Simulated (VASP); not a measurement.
# ReC6 (Fm-3m) in VASP: further runs

Runs on ReC6. Level: PBE. Tasks: single point, relaxation of cell and atoms.

Program: VASP 6.6.1. These are calculated values, not measurements. Logs are shortened: lines on timing, memory, paths and dates and some standing lists are left out, and cuts for length are marked.

## Step 1: The cell of the first run

The structure is cubic, space group Fm-3m (No. 225). Conventional cell: a = 6.131 Å, b = 6.131 Å, c = 6.131 Å, α = 90.00°, β = 90.00°, γ = 90.00°. Within 2.9 Å of Re (site symmetry m-3m) lie 12 C at 2.17 Å. Within 2.9 Å of C (site symmetry mmm) lie 2 Re at 2.17 Å and 8 C at 2.17 Å.

## Step 2: Single point, PBE

Contents of INCAR:

```
PREC     = Accurate       # precision mode
ENCUT    = 520            # plane-wave cutoff, eV
EDIFF    = 1E-6           # SCF threshold, eV
ISMEAR   = 0              # smearing method
SIGMA    = 0.1            # smearing width, eV
LREAL    = F              # projectors in reciprocal space
LASPH    = T              # aspherical terms in the spheres
NELM     = 100            # most SCF steps
ALGO     = Fast           # electronic algorithm
ISIF     = 2              # what is computed and relaxed
LWAVE    = F              # write WAVECAR
LCHARG   = F              # write CHGCAR
GGA      = PE             # functional
NBANDS   = 24             # bands
```

Contents of KPOINTS:

```
Automatic mesh
0
Gamma
  10 10 10
```

Contents of POSCAR:

```
ReC6
1.0
    0.0000000000      3.0657012951      3.0657012951
    3.0657012951      0.0000000000      3.0657012951
    3.0657012951      3.0657012951      0.0000000000
Re C
1 6
Direct
    0.0000000000      0.0000000000      0.0000000000
    0.5000000000      0.5000000000      0.0000000000
    0.5000000000      0.0000000000      0.5000000000
    0.0000000000      0.0000000000      0.5000000000
    0.0000000000      0.5000000000      0.0000000000
    0.0000000000      0.5000000000      0.5000000000
    0.5000000000      0.0000000000      0.0000000000
```

Potentials or basis: VASP PAW PBE potentials, release 64 (Re, C).

On the command line:

```sh
cat potpaw_PBE.64/Re/POTCAR potpaw_PBE.64/C/POTCAR > POTCAR
mpirun -np 1 vasp_std > vasp.out
```

OUTCAR:

```text
PREC = Accurate
   ENCUT = 520
   EDIFF = 1E-6
   ISMEAR = 0
   LREAL = F
   LASPH = T
   NELM = 100
   ISIF = 2
   GGA = PE

 ion  position               nearest neighbor table
   1  0.000  0.000  0.000-   4 2.17   5 2.17   7 2.17   3 2.17   4 2.17   6 2.17   2 2.17   5 2.17
                             6 2.17   2 2.17   3 2.17   7 2.17
   2  0.500  0.500  0.000-   1 2.17   1 2.17
   3  0.500  0.000  0.500-   1 2.17   1 2.17
   4  0.000  0.000  0.500-   1 2.17   1 2.17
   5  0.000  0.500  0.000-   1 2.17   1 2.17
   6  0.000  0.500  0.500-   1 2.17   1 2.17
   7  0.500  0.000  0.000-   1 2.17   1 2.17

  LATTYP: Found a face centered cubic cell.
 ALAT       =     6.1314025902

  Lattice vectors:

 A1 = (   0.0000000000,   3.0657012951,   3.0657012951)
 A2 = (   3.0657012951,   0.0000000000,   3.0657012951)
 A3 = (   3.0657012951,   3.0657012951,   0.0000000000)

Analysis of symmetry for initial positions (statically):
=====================================================================
 Subroutine PRICEL returns:
 Original cell was already a primitive cell.

 Routine SETGRP: Setting up the symmetry group for a
 face centered cubic supercell.

 Subroutine GETGRP returns: Found 48 space group operations
 (whereof 48 operations were pure point group operations)
 out of a pool of 48 trial point group operations.

The static configuration has the point symmetry O_h .

Analysis of symmetry for dynamics (positions and initial velocities):
=====================================================================
 Subroutine PRICEL returns:
 Original cell was already a primitive cell.

 Routine SETGRP: Setting up the symmetry group for a
 face centered cubic supercell.

 Subroutine GETGRP returns: Found 48 space group operations
 (whereof 48 operations were pure point group operations)
 out of a pool of 48 trial point group operations.

The dynamic configuration has the point symmetry O_h .

 Subroutine INISYM returns: Found 48 space group operations
 (whereof 48 operations are pure point group operations),
 and found     1 'primitive' translations

----------------------------------------------------------------------------------------

                                     Primitive cell

  volume of cell :      57.6261

  direct lattice vectors                    reciprocal lattice vectors
     0.000000000  3.065701295  3.065701295    -0.163094820  0.163094820  0.163094820
     3.065701295  0.000000000  3.065701295     0.163094820 -0.163094820  0.163094820
     3.065701295  3.065701295  0.000000000     0.163094820  0.163094820 -0.163094820

  length of vectors
     4.335556350  4.335556350  4.335556350     0.282488514  0.282488514  0.282488514

  position of ions in fractional coordinates (direct lattice)
     0.000000000  0.000000000  0.000000000
     0.500000000  0.500000000  0.000000000
     0.500000000  0.000000000  0.500000000
     0.000000000  0.000000000  0.500000000
     0.000000000  0.500000000  0.000000000
     0.000000000  0.500000000  0.500000000
     0.500000000  0.000000000  0.000000000

  ion indices of the primitive-cell ions
   primitive index   ion index
                 1           1
                 2           2
                 3           3
                 4           4
                 5           5
                 6           6
                 7           7

----------------------------------------------------------------------------------------

 KPOINTS: Automatic mesh

Automatic generation of k-mesh.
 Grid dimensions read from file:
 generate k-points for:   10   10   10

 Generating k-lattice:

  Cartesian coordinates                     Fractional coordinates (reciprocal lattice)
    -0.016309482  0.016309482  0.016309482     0.100000000  0.000000000  0.000000000
     0.016309482 -0.016309482  0.016309482     0.000000000  0.100000000  0.000000000
     0.016309482  0.016309482 -0.016309482     0.000000000  0.000000000  0.100000000

  Length of vectors
     0.028248851  0.028248851  0.028248851

  Shift w.r.t. Gamma in fractional coordinates (k-lattice)
     0.000000000  0.000000000  0.000000000

 Subroutine IBZKPT returns following result:
 ===========================================

 Found     47 irreducible k-points:

 Following reciprocal coordinates:
            Coordinates               Weight
  0.000000  0.000000  0.000000      1.000000
  0.100000  0.000000  0.000000      8.000000
  0.200000  0.000000  0.000000      8.000000
  0.300000  0.000000  0.000000      8.000000
  0.400000  0.000000  0.000000      8.000000
  0.500000  0.000000  0.000000      4.000000
[... 16 lines left out ...]
  0.300000  0.300000  0.000000      6.000000
  0.400000  0.300000  0.000000     24.000000
 [... further k-points ...]
   k-points           NKPTS =     47   k-points in BZ     NKDIM =     47   number of bands    NBANDS=     24
   number of dos      NEDOS =    301   number of ions     NIONS =      7
   total plane-waves  NPLWV =  32768
   dimension x,y,z NGX =    32 NGY =   32 NGZ =   32
   dimension x,y,z NGXF=    64 NGYF=   64 NGZF=   64
   ions per type =               1   6
   NGX,Y,Z   is equivalent  to a cutoff of  12.27, 12.27, 12.27 a.u.
   NGXF,Y,Z  is equivalent  to a cutoff of  24.54, 24.54, 24.54 a.u.
 SYSTEM =  unknown system
   PREC   = accura    normal or accurate (medium, high low for compatibility)
   ISTART =      0    job   : 0-new  1-cont  2-samecut
   ICHARG =      2    charge: 1-file 2-atom 10-const
   ISPIN  =      1    spin polarized calculation?
   LNONCOLLINEAR =      F non collinear calculations
   LSORBIT =      F    spin-orbit coupling
   LASPH  =      T    aspherical Exc in radial PAW
   ENCUT  =  520.0 eV  38.22 Ry    6.18 a.u.   8.06  8.06  8.06*2*pi/ulx,y,z
   NELM   =    100;   NELMIN=  2; NELMDL= -5     # of ELM steps
   EDIFF  = 0.1E-05   stopping-criterion for ELM
   LREAL  =      F    real-space projection
   EDIFFG = 0.1E-04   stopping-criterion for IOM
   NSW    =      0    number of steps for IOM
   IBRION =     -1    ionic relax: 0-MD 1-quasi-New 2-CG
   NFREE  =      0    steps in history (QN), initial steepest desc. (CG)
   ISIF   =      2    stress and relaxation
   ISYM   =      2    0-nonsym 1-usesym 2-fastsym
   POTIM  = 0.5000    time-step for ionic-motion
   TEBEG  =    0.0;   TEEND  =   0.0 temperature during run
   PSTRESS=    0.0 pullay stress
   NELECT =      31.0000    total number of electrons
   NUPDOWN=      -1.0000    fix difference up-down
   EMIN   =  10.00;   EMAX   =-10.00  energy-range for DOS
   EFERMI =   0.00;   METHOD = LEGACY
   ISMEAR =     0;   SIGMA  =   0.10  broadening in eV -4-tet -1-fermi 0-gaus
   EFERMI_NEDOS =   21; number of points for ismear=-14 and -15
   IALGO  =     68    algorithm
   IMIX   =      4    mixing-type and parameters
     AMIX     =   0.40;   BMIX     =  1.00
     AMIX_MAG =   1.60;   BMIX_MAG =  1.00
  volume/ion in A,a.u.               =       8.23        55.55
  Fermi-wavevector in a.u.,A,eV,Ry     =   1.331442  2.516060 24.119559  1.772738
  Thomas-Fermi vector in A             =   2.460453
   LORBIT       =      0    0 simple, 1 ext, 2 COOP (PROOUT), +10 PAW based schemes
   GGA     = PE    functional components
   LHFCALC =     F    Hartree Fock is set to
   AEXX    =    0.0000 exact exchange contribution
   IVDW    =     0    specifies the selected vdW correction
   LEPSILON=     F    determine dielectric tensor
   LRPA    =     F    only Hartree local field effects (RPA)
 non-spin polarized calculation
 RMM-DIIS sequential band-by-band and
 Gauss-broadening in eV      SIGMA  =   0.10
  energy-cutoff  :      520.00
  volume of cell :       57.63
 maximum number of plane-waves:      1572
   NGX = 17   NGY = 17   NGZ = 17

 number of electron      30.9999999 magnetization

 Free energy of the ion-electron system (eV)
  ---------------------------------------------------
  ext. energy  EPLUGINS =         0.00000000
  ---------------------------------------------------
  free energy    TOTEN  =       -45.70340240 eV

  energy without entropy =      -45.69418523  energy(sigma->0) =      -45.69879382

 E-fermi :   7.9485     XC(G=0): -12.7384

 val. band max:        7.9469231727   @ k =  -0.4000   0.4000   0.0000
 cond. band min:       7.9676698039   @ k =   0.5000   0.2000   0.0000
 fundamental gap:      0.0207466312
 Fermi energy:         7.9484646246

 k-point     1 :       0.0000    0.0000    0.0000
  band No.  band energies     occupation
      1      -9.9717      2.00000
      2      -3.2256      2.00000
      3      -3.2256      2.00000
      4      -3.2256      2.00000
      5      -1.1253      2.00000
      6       0.1816      2.00000
[... 16 lines left out ...]
     23      13.7624      0.00000
     24      13.8175      0.00000

 k-point     2 :       0.1000    0.0000    0.0000
  band No.  band energies     occupation
      1      -9.8627      2.00000
      2      -3.7231      2.00000
      3      -3.1785      2.00000
      4      -3.1785      2.00000
      5      -0.5965      2.00000
      6      -0.0970      2.00000
[... 16 lines left out ...]
     23      13.7205      0.00000
     24      13.9352      0.00000

 k-point     3 :       0.2000    0.0000    0.0000
  band No.  band energies     occupation
      1      -9.5420      2.00000
      2      -4.6135      2.00000
      3      -3.0516      2.00000
      4      -3.0516      2.00000
      5      -0.5840      2.00000
      6      -0.5840      2.00000
[... 16 lines left out ...]
     23      13.5302      0.00000
     24      13.5908      0.00000
[... 514 lines left out ...]
 k-point    23 :       0.3000    0.3000    0.0000
  band No.  band energies     occupation
      1      -8.6925      2.00000
      2      -5.0766      2.00000
      3      -3.4944      2.00000
      4      -3.2933      2.00000
      5      -3.2933      2.00000
      6      -0.2482      2.00000
[... 16 lines left out ...]
     23      12.6722      0.00000
     24      12.6727      0.00000

 k-point    24 :       0.4000    0.3000    0.0000
  band No.  band energies     occupation
      1      -8.1931      2.00000
      2      -5.4636      2.00000
      3      -4.1864      2.00000
      4      -3.2760      2.00000
      5      -3.2537      2.00000
      6      -0.3750      2.00000
[... 16 lines left out ...]
     23      12.3296      0.00000
     24      12.4285      0.00000

 [... further k-points ...]

------------------------ aborting loop because EDIFF is reached ----------------------------------------

  FORCE on cell =-STRESS in cart. coord.  units (eV):
  Direction    XX          YY          ZZ          XY          YZ          ZX
  --------------------------------------------------------------------------------------
  -------------------------------------------------------------------------------------
  Total        0.9621549      0.9621549      0.9621549      0.0000000      0.0000000      0.0000000
  in kB       26.7507562     26.7507562     26.7507562      0.0000000      0.0000000      0.0000000
  external PRESSURE =      26.7507562 kB  Pullay stress =       0.0000000 kB

 VOLUME and BASIS-vectors are now :
 -----------------------------------------------------------------------------
  energy-cutoff  :      520.00
  volume of cell :       57.63
      direct lattice vectors                 reciprocal lattice vectors
     0.000000000  3.065701295  3.065701295    -0.163094820  0.163094820  0.163094820
     3.065701295  0.000000000  3.065701295     0.163094820 -0.163094820  0.163094820
     3.065701295  3.065701295  0.000000000     0.163094820  0.163094820 -0.163094820

 POSITION                                       TOTAL-FORCE (eV/Angst)
 -----------------------------------------------------------------------------------
      0.00000      0.00000      0.00000         0.000000     -0.000000     -0.000000
      1.53285      1.53285      3.06570         0.000000      0.000000     -0.000000
      1.53285      3.06570      1.53285         0.000000     -0.000000      0.000000
      1.53285      1.53285      0.00000        -0.000000     -0.000000     -0.000000
      1.53285      0.00000      1.53285        -0.000000     -0.000000     -0.000000
      3.06570      1.53285      1.53285        -0.000000      0.000000      0.000000
      0.00000      1.53285      1.53285         0.000000      0.000000     -0.000000
 -----------------------------------------------------------------------------------
    total drift:                               -0.000000     -0.000000      0.000000

  FREE ENERGIE OF THE ION-ELECTRON SYSTEM (eV)
  ---------------------------------------------------
  free  energy   TOTEN  =       -45.7034023991 eV

  energy  without entropy=      -45.6941852349  energy(sigma->0) =      -45.69879382
```

Wall time 65 s (1 thread of Intel Xeon 6975P-C (Granite Rapids), shared host); peak memory 0.21 GiB.

What came out:

```
Free energy            : -45.7034 eV
Pressure               : 2.7 GPa
Band gap on the k mesh : zero (an odd number of electrons rules out a gap without spin polarisation)
```

Levels at points of the mesh, in eV from the Fermi level:
```
           k point  band 12  band 13  band 14  band 15  band 16  band 17  band 18  band 19
(0.00, 0.00, 0.00)    -5.37    -5.37     1.45     1.45     1.45     1.52     1.52     1.52
(0.50, 0.00, 0.00)    -2.77    -1.91    -0.29    -0.29    -0.25     1.52     1.52     1.87
(0.50, 0.50, 0.00)    -1.68    -1.57    -0.98    -0.98    -0.73     0.26     1.21     1.21
```

Caveat: spin-orbit coupling is left out, which moves the levels of the heavy elements.

## Step 3: Relaxation of cell and atoms, PBE

Contents of INCAR:

```
SYSTEM = ReC6
ALGO     = Fast           ! electronic algorithm
EDIFF    = 1E-6           ! SCF threshold, eV
EDIFFG   = -0.01          ! ionic threshold
ENCUT    = 600            ! plane-wave cutoff, eV
GGA      = PE             ! functional
IBRION   = 2              ! ionic algorithm
ISIF     = 3              ! what is computed and relaxed
ISMEAR   = 0              ! smearing method
LASPH    = .True.         ! aspherical terms in the spheres
LCHARG   = .False.        ! write CHGCAR
LREAL    = .False.        ! projectors in reciprocal space
LWAVE    = .False.        ! write WAVECAR
NELM     = 100            ! most SCF steps
NSW      = 100            ! ionic steps
PREC     = Accurate       ! precision mode
SIGMA    = 0.1            ! smearing width, eV
```

Contents of KPOINTS:

```
k-points
0
Gamma
  10 10 10
  0 0 0
```

POSCAR is that of step 2.

Potentials or basis: VASP PAW PBE potentials, release 64 (Re, C).

On the command line:

```sh
cat potpaw_PBE.64/Re/POTCAR potpaw_PBE.64/C/POTCAR > POTCAR
mpirun -np 1 vasp_std > vasp.out
```

Run time: 2.7 min. Hardware: 1 thread of Intel Xeon 6975P-C (Granite Rapids), shared host; peak memory 0.25 GiB.

It converged, with:

- Free energy: -45.7111 eV
- Relaxed volume: 8.31 Å³/atom
- Relaxed cell: a = 4.350 Å, b = 4.350 Å, c = 4.350 Å, α = 60.00°, β = 60.00°, γ = 60.00°
- Space group after relaxing (to 0.1 Å): Fm-3m (No. 225)
- Energy gained by relaxing: 0.6 meV/atom
- Ionic steps: 3
- Pressure after relaxing: 0.0 GPa
- Band gap on the k mesh: zero (an odd number of electrons rules out a gap without spin polarisation)

The path:
| step | energy change (eV) | largest force (eV/Å) | pressure (GPa) | volume (Å³) |
| --- | --- | --- | --- | --- |
| 1 | 0.0000 | 0.0000 | 2.55 | 57.63 |
| 2 | -0.0008 | 0.0000 | -2.26 | 58.73 |
| 3 | -0.0045 | 0.0000 | 0.02 | 58.20 |

Final structure:
```
Re C
1.0
     0.00000    3.07582    3.07582
     3.07582    0.00000    3.07582
     3.07582    3.07582    0.00000
Re C
1 6
Direct
  0.00000 0.00000 0.00000
  0.50000 0.50000 0.00000
  0.50000 0.00000 0.50000
  0.00000 0.00000 0.50000
  0.00000 0.50000 0.00000
  0.00000 0.50000 0.50000
  0.50000 0.00000 0.00000
```

Levels at points of the mesh, in eV from the Fermi level:
```csv
k point,band 12,band 13,band 14,band 15,band 16,band 17,band 18,band 19
"(0.00, 0.00, 0.00)",-5.30,-5.30,1.41,1.44,1.52,1.53,1.53,1.76
"(0.50, 0.00, 0.00)",-2.74,-1.87,-0.28,-0.28,-0.24,1.52,1.71,1.85
"(0.50, 0.50, 0.00)",-1.64,-1.55,-0.95,-0.95,-0.69,0.28,1.21,1.35
```

Caveat: spin-orbit coupling is left out, which moves the levels of the heavy elements.
